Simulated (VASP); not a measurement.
Set up this calculation in VASP 6.6.1, as the native input.

```yaml
Task: single point
Functional: r2SCAN
Potentials_or_basis: VASP PAW PBE potentials, release 64 (K_sv, F)
Cutoff: 520 eV
k_mesh: 8 × 8 × 8
Occupations: gaussian, width 0.01 eV
Spin: no spin polarisation
Dipole_correction: no
Further_INCAR_settings: ALGO = Normal; EDIFF = 1e-06; NBANDS = 15
```

Crystal: KF.

```
CELL_PARAMETERS angstrom
0.00000 2.65896 2.65896
2.65896 0.00000 2.65896
2.65896 2.65896 0.00000
ATOMIC_POSITIONS crystal
K 0.00000 0.00000 0.00000
F 0.50000 0.50000 0.50000
```

These files were run (other wordings do the same):

POSCAR

```
KF
1.0
    0.0000000000      2.6589605554      2.6589605554
    2.6589605554      0.0000000000      2.6589605554
    2.6589605554      2.6589605554      0.0000000000
K F
1 1
Direct
    0.0000000000      0.0000000000      0.0000000000
    0.5000000000      0.5000000000      0.5000000000
```

INCAR.step1

```
SYSTEM = KF
ALGO = Normal
EDIFF = 1E-4
ENCUT = 520
GGA = PE
ISMEAR = 0
LASPH = .True.
LCHARG = .False.
LREAL = .False.
LWAVE = .True.
NBANDS = 15
NELM = 80
PREC = Accurate
SIGMA = 0.01
```

INCAR.step2

```
SYSTEM = KF
ALGO = Normal
EDIFF = 1E-6
ENCUT = 520
ISIF = 2
ISMEAR = 0
ISTART = 1
LASPH = .True.
LCHARG = .False.
LMIXTAU = .True.
LREAL = .False.
LWAVE = .False.
METAGGA = R2SCAN
NBANDS = 15
NELM = 80
PREC = Accurate
SIGMA = 0.01
```

KPOINTS

```
k-points
0
Gamma
  8 8 8
  0 0 0
```

Potentials or basis: VASP PAW PBE potentials, release 64 (K_sv, F).

Launch:

```console
$ cat potpaw_PBE.64/K_sv/POTCAR potpaw_PBE.64/F/POTCAR > POTCAR
$ cp INCAR.step1 INCAR
$ mpirun -np 1 vasp_std > vasp.out
$ cp INCAR.step2 INCAR
$ mpirun -np 1 vasp_std > vasp.out
```

It gave:

```json
{
 "Pressure": "0.0 GPa",
 "Band gap on the k mesh": "6.91 eV, direct"
}
```

Caveat: the PAW data sets were made with another functional, which shifts forces and pressure a little.

Wall time 30 s on 1 thread of Intel(R) Xeon(R) 6975P-C (Granite Rapids), with other jobs on the host, peak memory 0.16 GiB.
